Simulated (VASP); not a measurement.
# TePb in VASP: a series of runs

TePb is run at these levels: r2SCAN, PBE; tasks: single point.

Program: VASP 6.6.1. These are calculated values, not measurements. Logs are shortened: lines on timing, memory, paths and dates and some standing lists are left out, and cuts for length are marked.

## Step 1: The cell of the first run

The structure is cubic, space group Fm-3m (No. 225). The conventional cell has a = 6.536 Å, b = 6.536 Å, c = 6.536 Å, α = 90.00°, β = 90.00°, γ = 90.00°. Pb (site symmetry m-3m) has 6 Te at 3.27 Å within 4.3 Å. Within 4.3 Å of Te (site symmetry m-3m) lie 6 Pb at 3.27 Å.

## Step 2: Single point, r2SCAN

File POSCAR:

```
TePb
1.0
    0.0000000000      3.2678368488      3.2678368488
    3.2678368488      0.0000000000      3.2678368488
    3.2678368488      3.2678368488      0.0000000000
Pb Te
1 1
Direct
    0.0000000000      0.0000000000      0.0000000000
    0.5000000000      0.5000000000      0.5000000000
```

File INCAR.step1:

```
SYSTEM = TePb
PREC = Accurate
ENCUT = 520
ISMEAR = 0
SIGMA = 0.01
LREAL = .FALSE.
LASPH = .TRUE.
NELM = 60
NBANDS = 17
GGA = PE
ALGO = Normal
EDIFF = 1E-4
LWAVE = .TRUE.
LCHARG = .FALSE.
```

File INCAR.step2:

```
SYSTEM = TePb
PREC = Accurate
ENCUT = 520
EDIFF = 1E-6
ISMEAR = 0
SIGMA = 0.01
LREAL = .FALSE.
LASPH = .TRUE.
NELM = 60
ALGO = Normal
ISIF = 2
LWAVE = .FALSE.
LCHARG = .TRUE.
METAGGA = R2SCAN
LMIXTAU = .TRUE.
LELF = .TRUE.
LVHAR = .TRUE.
NBANDS = 17
ISTART = 1
```

File KPOINTS:

```
regular mesh
0
G
  8 8 8
  0 0 0
```

Potentials or basis: VASP PAW PBE potentials, release 64 (Pb_d, Te).

Run with:

```sh
$ cat potpaw_PBE.64/Pb_d/POTCAR potpaw_PBE.64/Te/POTCAR > POTCAR
$ cp INCAR.step1 INCAR
$ mpirun -np 1 vasp_std > vasp.out
$ cp INCAR.step2 INCAR
$ mpirun -np 1 vasp_std > vasp.out
```

OUTCAR:

```text
SYSTEM = TePb
   PREC = Accurate
   ENCUT = 520
   EDIFF = 1E-6
   ISMEAR = 0
   LREAL = .FALSE.
   LASPH = .TRUE.
   NELM = 60
   ISIF = 2
   METAGGA = R2SCAN
   ISTART = 1

 ion  position               nearest neighbor table
   1  0.000  0.000  0.000-   2 3.27   2 3.27   2 3.27   2 3.27   2 3.27   2 3.27
   2  0.500  0.500  0.500-   1 3.27   1 3.27   1 3.27   1 3.27   1 3.27   1 3.27

  LATTYP: Found a face centered cubic cell.
 ALAT       =     6.5356736976

  Lattice vectors:

 A1 = (   0.0000000000,   3.2678368488,   3.2678368488)
 A2 = (   3.2678368488,   0.0000000000,   3.2678368488)
 A3 = (   3.2678368488,   3.2678368488,   0.0000000000)

Analysis of symmetry for initial positions (statically):
=====================================================================
 Subroutine PRICEL returns:
 Original cell was already a primitive cell.

 Routine SETGRP: Setting up the symmetry group for a
 face centered cubic supercell.

 Subroutine GETGRP returns: Found 48 space group operations
 (whereof 48 operations were pure point group operations)
 out of a pool of 48 trial point group operations.

The static configuration has the point symmetry O_h .

Analysis of symmetry for dynamics (positions and initial velocities):
=====================================================================
 Subroutine PRICEL returns:
 Original cell was already a primitive cell.

 Routine SETGRP: Setting up the symmetry group for a
 face centered cubic supercell.

 Subroutine GETGRP returns: Found 48 space group operations
 (whereof 48 operations were pure point group operations)
 out of a pool of 48 trial point group operations.

The dynamic configuration has the point symmetry O_h .

 Subroutine INISYM returns: Found 48 space group operations
 (whereof 48 operations are pure point group operations),
 and found     1 'primitive' translations

----------------------------------------------------------------------------------------

                                     Primitive cell

  volume of cell :      69.7929

  direct lattice vectors                    reciprocal lattice vectors
     0.000000000  3.267836849  3.267836849    -0.153006415  0.153006415  0.153006415
     3.267836849  0.000000000  3.267836849     0.153006415 -0.153006415  0.153006415
     3.267836849  3.267836849  0.000000000     0.153006415  0.153006415 -0.153006415

  length of vectors
[... 81 lines left out ...]
   NELM   =     60;   NELMIN=  2; NELMDL=  0     # of ELM steps
   EDIFF  = 0.1E-05   stopping-criterion for ELM
   LREAL  =      F    real-space projection
   EDIFFG = 0.1E-04   stopping-criterion for IOM
   NSW    =      0    number of steps for IOM
   IBRION =     -1    ionic relax: 0-MD 1-quasi-New 2-CG
   NFREE  =      0    steps in history (QN), initial steepest desc. (CG)
   ISIF   =      2    stress and relaxation
   ISYM   =      2    0-nonsym 1-usesym 2-fastsym
   POTIM  = 0.5000    time-step for ionic-motion
   TEBEG  =    0.0;   TEEND  =   0.0 temperature during run
   PSTRESS=    0.0 pullay stress
   NELECT =      20.0000    total number of electrons
   NUPDOWN=      -1.0000    fix difference up-down
   EMIN   =  10.00;   EMAX   =-10.00  energy-range for DOS
   EFERMI =   0.00;   METHOD = LEGACY
   ISMEAR =     0;   SIGMA  =   0.01  broadening in eV -4-tet -1-fermi 0-gaus
   EFERMI_NEDOS =   21; number of points for ismear=-14 and -15
   IALGO  =     38    algorithm
   IMIX   =      4    mixing-type and parameters
     AMIX     =   0.40;   BMIX     =  1.00
     AMIX_MAG =   1.60;   BMIX_MAG =  1.00
  volume/ion in A,a.u.               =      34.90       235.49
  Fermi-wavevector in a.u.,A,eV,Ry     =   1.079314  2.039608 15.849680  1.164919
  Thomas-Fermi vector in A             =   2.215276
   LORBIT       =      0    0 simple, 1 ext, 2 COOP (PROOUT), +10 PAW based schemes
   METAGGA = R2SCAN    functional components
   LHFCALC =     F    Hartree Fock is set to
   AEXX    =    0.0000 exact exchange contribution
   IVDW    =     0    specifies the selected vdW correction
   LEPSILON=     F    determine dielectric tensor
   LRPA    =     F    only Hartree local field effects (RPA)
 non-spin polarized calculation
 Gauss-broadening in eV      SIGMA  =   0.01
  energy-cutoff  :      520.00
  volume of cell :       69.79
 maximum number of plane-waves:      1895
 NGX is ok and might be reduce to    36
   NGX = 17   NGY = 17   NGZ = 17

 number of electron      20.0000002 magnetization

 Free energy of the ion-electron system (eV)
  ---------------------------------------------------
  ext. energy  EPLUGINS =         0.00000000
  ---------------------------------------------------
  free energy    TOTEN  =       -82.70611560 eV

  energy without entropy =      -82.70611560  energy(sigma->0) =      -82.70611560

 E-fermi :   5.2001     XC(G=0):  -9.6527

 val. band max:        5.0670993771   @ k =   0.5000   0.0000   0.0000
 cond. band min:       6.1604372326   @ k =   0.5000   0.0000   0.0000
 fundamental gap:      1.0933378555
 Fermi energy:         5.2001417560

 k-point     1 :       0.0000    0.0000    0.0000
  band No.  band energies     occupation
      1     -12.2480      2.00000
      2     -12.2480      2.00000
      3     -12.2389      2.00000
      4     -12.2389      2.00000
      5     -12.2389      2.00000
      6      -7.1535      2.00000
[... 457 lines left out ...]
      4     -12.2285      2.00000
      5     -12.2215      2.00000
      6      -5.5461      2.00000
[... 9 lines left out ...]
     16      15.3374      0.00000
     17      15.7966      0.00000

 [... further k-points ...]

------------------------ aborting loop because EDIFF is reached ----------------------------------------

  FORCE on cell =-STRESS in cart. coord.  units (eV):
  Direction    XX          YY          ZZ          XY          YZ          ZX
  --------------------------------------------------------------------------------------
  -------------------------------------------------------------------------------------
  Total       -0.0122339     -0.0122339     -0.0122339      0.0000000      0.0000000      0.0000000
  in kB       -0.2808428     -0.2808428     -0.2808428      0.0000000      0.0000000      0.0000000
  external PRESSURE =      -0.2808428 kB  Pullay stress =       0.0000000 kB

 VOLUME and BASIS-vectors are now :
 -----------------------------------------------------------------------------
  energy-cutoff  :      520.00
  volume of cell :       69.79
      direct lattice vectors                 reciprocal lattice vectors
     0.000000000  3.267836849  3.267836849    -0.153006415  0.153006415  0.153006415
     3.267836849  0.000000000  3.267836849     0.153006415 -0.153006415  0.153006415
     3.267836849  3.267836849  0.000000000     0.153006415  0.153006415 -0.153006415

 POSITION                                       TOTAL-FORCE (eV/Angst)
 -----------------------------------------------------------------------------------
      0.00000      0.00000      0.00000         0.000000      0.000000     -0.000000
      3.26784      3.26784      3.26784         0.000000     -0.000000      0.000000
 -----------------------------------------------------------------------------------
    total drift:                               -0.000000      0.000000      0.000000

  FREE ENERGIE OF THE ION-ELECTRON SYSTEM (eV)
  ---------------------------------------------------
  free  energy   TOTEN  =       -82.7061156006 eV

  energy  without entropy=      -82.7061156006  energy(sigma->0) =      -82.70611560
```

OUTCAR.step1:

```text
SYSTEM = TePb
   PREC = Accurate
   ENCUT = 520
   ISMEAR = 0
   LREAL = .FALSE.
   LASPH = .TRUE.
[... 702 lines left out ...]
      0.00000      0.00000      0.00000         0.000000     -0.000000      0.000000
      3.26784      3.26784      3.26784        -0.000000      0.000000     -0.000000
 -----------------------------------------------------------------------------------
    total drift:                               -0.000000      0.000000      0.000000

  FREE ENERGIE OF THE ION-ELECTRON SYSTEM (eV)
  ---------------------------------------------------
  free  energy   TOTEN  =        -7.5209138865 eV

  energy  without entropy=       -7.5209138865  energy(sigma->0) =       -7.52091389
```

Run time: 2.1 min. Hardware: 1 thread of AMD EPYC 7R13 (Zen 3), shared host; peak memory 0.2 GiB.

Results:

```yaml
Free_energy: -82.7061 eV
Pressure: 0.0 GPa
Band_gap_on_the_k_mesh: 1.09 eV
```

Caveat: the PAW data sets were made with another functional, which shifts forces and pressure a little; spin-orbit coupling is left out, which moves the levels of the heavy elements. A k mesh can miss the band edges.

## Step 3: Single point, PBE (uniaxial z strain +2.0%)

File INCAR:

```
SYSTEM = TePb
ALGO     = Normal         ! electronic algorithm
EDIFF    = 1E-6           ! SCF threshold, eV
ENCUT    = 520            ! plane-wave cutoff, eV
GGA      = PE             ! functional
ISIF     = 2              ! what is computed and relaxed
ISMEAR   = -1             ! smearing method
LASPH    = .True.         ! aspherical terms in the spheres
LCHARG   = .False.        ! write CHGCAR
LREAL    = .False.        ! projectors in reciprocal space
LWAVE    = .False.        ! write WAVECAR
NBANDS   = 17             ! bands
NELM     = 60             ! most SCF steps
PREC     = Accurate       ! precision mode
SIGMA    = 0.02           ! smearing width, eV
```

File KPOINTS:

```
k-points
0
Gamma
  8 8 8
  0 0 0
```

File POSCAR:

```
TePb
1.0
    0.0000000000      3.2678368488      3.3331935858
    3.2678368488      0.0000000000      3.3331935858
    3.2678368488      3.2678368488      0.0000000000
Pb Te
1 1
Direct
    0.0000000000      0.0000000000      0.0000000000
    0.5000000000      0.5000000000      0.5000000000
```

Potentials or basis: VASP PAW PBE potentials, release 64 (Pb_d, Te).

Run with:

```sh
$ cat potpaw_PBE.64/Pb_d/POTCAR potpaw_PBE.64/Te/POTCAR > POTCAR
$ mpirun -np 1 vasp_std > vasp.out
```

It took 43 s on 1 thread of Intel Xeon Platinum 8488C (Sapphire Rapids), shared host; peak memory 0.24 GiB.

The run converged. Its results:

```
Free energy            : -7.5174 eV
Pressure               : -0.2 GPa
Band gap on the k mesh : 0.82 eV
```

Stress tensor (GPa, compression positive):
```
 0.44  0.00  0.00
 0.00  0.44  0.00
 0.00  0.00 -1.40
```

Levels at points of the mesh, in eV from the valence-band top:
```
           k point  band 8  band 9  band 10  band 11  band 12  band 13
(0.00, 0.00, 0.00)   -1.21   -1.21    -1.03     3.73     4.15     4.15
(0.50, 0.00, 0.00)   -0.76   -0.70     0.00     0.82     1.37     1.43
(0.50, 0.50, 0.00)   -4.06   -2.47    -2.47     3.56     5.34     5.34
(0.50, 0.00, 0.50)   -4.10   -2.61    -2.41     3.50     5.03     5.48
```

Caveat: the cell differs from its parent crystal (uniaxial z strain +2.0%); spin-orbit coupling is left out, which moves the levels of the heavy elements. A k mesh can miss the band edges.

## Step 4: Single point, r2SCAN (uniaxial z strain -2.0%)

File POSCAR:

```
TePb
1.0
    0.0000000000      3.2678368488      3.2024801118
    3.2678368488      0.0000000000      3.2024801118
    3.2678368488      3.2678368488      0.0000000000
Pb Te
1 1
Direct
    0.0000000000      0.0000000000      0.0000000000
    0.5000000000      0.5000000000      0.5000000000
```

File INCAR.step1:

```
PREC = Accurate
ENCUT = 520
ISMEAR = 0
SIGMA = 0.01
LREAL = False
LASPH = True
NELM = 100
NBANDS = 17
GGA = PE
ALGO = Normal
EDIFF = 1E-4
LWAVE = True
LCHARG = False
```

File INCAR.step2:

```
PREC = Accurate
ENCUT = 520
EDIFF = 1E-6
ISMEAR = 0
SIGMA = 0.01
LREAL = False
LASPH = True
NELM = 100
ALGO = Normal
ISIF = 2
LWAVE = False
LCHARG = False
METAGGA = R2SCAN
LMIXTAU = True
NBANDS = 17
ISTART = 1
```

File KPOINTS:

```
Automatic mesh
0
Gamma
  8 8 8
```

Potentials or basis: VASP PAW PBE potentials, release 64 (Pb_d, Te).

Run with:

```sh
$ cat potpaw_PBE.64/Pb_d/POTCAR potpaw_PBE.64/Te/POTCAR > POTCAR
$ cp INCAR.step1 INCAR
$ mpirun -np 1 vasp_std > vasp.out
$ cp INCAR.step2 INCAR
$ mpirun -np 1 vasp_std > vasp.out
```

OUTCAR:

```text
PREC = Accurate
   ENCUT = 520
   EDIFF = 1E-6
   ISMEAR = 0
   LREAL = False
   LASPH = True
   NELM = 100
   ISIF = 2
   METAGGA = R2SCAN
   ISTART = 1

 ion  position               nearest neighbor table
   1  0.000  0.000  0.000-   2 3.20   2 3.20   2 3.27   2 3.27   2 3.27   2 3.27
   2  0.500  0.500  0.500-   1 3.20   1 3.20   1 3.27   1 3.27   1 3.27   1 3.27

  LATTYP: Found a body centered tetragonal cell.
 ALAT       =     4.6214191912
 C/A-ratio  =     1.3859292911

  Lattice vectors:
[... 668 lines left out ...]

------------------------ aborting loop because EDIFF is reached ----------------------------------------

  FORCE on cell =-STRESS in cart. coord.  units (eV):
  Direction    XX          YY          ZZ          XY          YZ          ZX
  --------------------------------------------------------------------------------------
  -------------------------------------------------------------------------------------
  Total        0.0409259      0.0409259      1.1014792      0.0000000     -0.0000000     -0.0000000
  in kB        0.9586767      0.9586767     25.8017818      0.0000000     -0.0000000     -0.0000000
  external PRESSURE =       9.2397117 kB  Pullay stress =       0.0000000 kB

 VOLUME and BASIS-vectors are now :
 -----------------------------------------------------------------------------
  energy-cutoff  :      520.00
  volume of cell :       68.40
      direct lattice vectors                 reciprocal lattice vectors
     0.000000000  3.267836849  3.202480112    -0.153006415  0.153006415  0.156128995
     3.267836849  0.000000000  3.202480112     0.153006415 -0.153006415  0.156128995
     3.267836849  3.267836849  0.000000000     0.153006415  0.153006415 -0.156128995

 POSITION                                       TOTAL-FORCE (eV/Angst)
 -----------------------------------------------------------------------------------
      0.00000      0.00000      0.00000         0.000000      0.000000      0.000000
      3.26784      3.26784      3.20248         0.000000      0.000000     -0.000000
 -----------------------------------------------------------------------------------
    total drift:                               -0.000000      0.000000      0.000000

  FREE ENERGIE OF THE ION-ELECTRON SYSTEM (eV)
  ---------------------------------------------------
  free  energy   TOTEN  =       -82.6951321634 eV

  energy  without entropy=      -82.6951321634  energy(sigma->0) =      -82.69513216
```

OUTCAR.step1:

```text
PREC = Accurate
   ENCUT = 520
   ISMEAR = 0
   LREAL = False
   LASPH = True
[... 703 lines left out ...]
      0.00000      0.00000      0.00000         0.000000      0.000000      0.000000
      3.26784      3.26784      3.20248         0.000000      0.000000     -0.000000
 -----------------------------------------------------------------------------------
    total drift:                               -0.000000      0.000000      0.000000

  FREE ENERGIE OF THE ION-ELECTRON SYSTEM (eV)
  ---------------------------------------------------
  free  energy   TOTEN  =        -7.5049366767 eV

  energy  without entropy=       -7.5049366767  energy(sigma->0) =       -7.50493668
```

Wall time 2.4 min (1 thread of Intel Xeon Platinum 8488C (Sapphire Rapids), shared host); peak memory 0.26 GiB.

Results:

* Free energy: -82.6951 eV
* Pressure: 0.9 GPa
* Band gap on the k mesh: 1.03 eV

Levels at points of the mesh, in eV from the valence-band top:
```tsv
k point	band 7	band 8	band 9	band 10	band 11	band 12	band 13	band 14
(0.00, 0.00, 0.00)	-5.68	-1.59	-1.39	-1.39	4.16	4.16	4.65	6.16
(0.50, 0.00, 0.00)	-8.84	-1.01	-0.96	0.00	1.03	1.40	1.49	8.91
(0.50, 0.50, 0.00)	-7.59	-4.63	-2.93	-2.93	3.59	5.71	5.71	7.29
(0.50, 0.00, 0.50)	-7.44	-4.58	-3.00	-2.77	3.66	5.53	6.06	6.97
```

Caveat: the cell differs from its parent crystal (uniaxial z strain -2.0%); the PAW data sets were made with another functional, which shifts forces and pressure a little; spin-orbit coupling is left out, which moves the levels of the heavy elements. A k mesh can miss the band edges.

## Step 5: Summary

| level | cell | smearing | gap on the mesh (eV) | pressure (GPa) |
| --- | --- | --- | --- | --- |
| r2SCAN | a = 4.621 Å, angles 60.0°, 2 atoms | gaussian 0.01 eV | 1.09 | 0.0 |
| PBE | a = 4.668, b = 4.668, c = 4.621 Å, angles 60.3, 60.3, 59.3°, 2 atoms | fermi-dirac 0.02 eV | 0.82 | -0.2 |
| r2SCAN | a = 4.575, b = 4.575, c = 4.621 Å, angles 59.7, 59.7, 60.7°, 2 atoms | gaussian 0.01 eV | 1.03 | 0.9 |

Alike in all rows: task single point; potentials or basis VASP PAW PBE potentials, release 64 (Pb_d, Te); no spin polarisation; k mesh 8 × 8 × 8; cutoff (eV) 520.

Caveats: spin-orbit coupling is left out, which moves the levels of the heavy elements; the PAW data sets were made with another functional, which shifts forces and pressure a little (at least some runs).

Absolute energies hang on the potentials; compare differences alone.
